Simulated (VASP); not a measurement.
Runs of VASP 6.6.1 on BaTiO3. The structure is that of space group Pm-3m (No. 221), or close to it. The cells are those of the table. 

| cell | gap on the mesh (eV) | pressure (GPa) | largest force (eV/Å) |
| --- | --- | --- | --- |
| a = 4.031 Å, angles 89.9°, 5 atoms | 2.44 | 3.9 | 0.08 |
| a = 4.004 Å, angles 89.9°, 5 atoms | 2.31 | 6.3 | 0.06 |
| a = 3.977 Å, angles 89.9°, 5 atoms | 2.19 | 9.2 | 0.05 |
| a = 3.922 Å, angles 89.9°, 5 atoms | (a) | 16.6 | 0.02 |
| a = 3.991 Å, angles 90.2°, 5 atoms | 2.24 | 7.7 | 0.07 |
| a = 3.950 Å, angles 89.9°, 5 atoms | 2.05 | 12.6 | 0.04 |
| a = 3.964 Å, angles 91.0°, 5 atoms | 2.06 | 10.7 | 0.04 |
| a = 4.018 Å, angles 89.5°, 5 atoms | (b) | 5.2 | 0.08 |

Alike in all rows: task single point; level PBE; potentials or basis VASP PAW PBE potentials, release 64 (Ba_sv, Ti_sv, O); no spin polarisation; k mesh 8 × 8 × 8; cutoff (eV) 520; smearing fermi-dirac 0.02 eV.

**Question.** Fill in the values left out.

**Answer.** (a) 1.92; (b) 2.41.

Caveats: spin-orbit coupling is left out, which moves the levels of the heavy elements.

A k mesh can miss the band edges, and the runs leave out spin-orbit coupling on Ba.
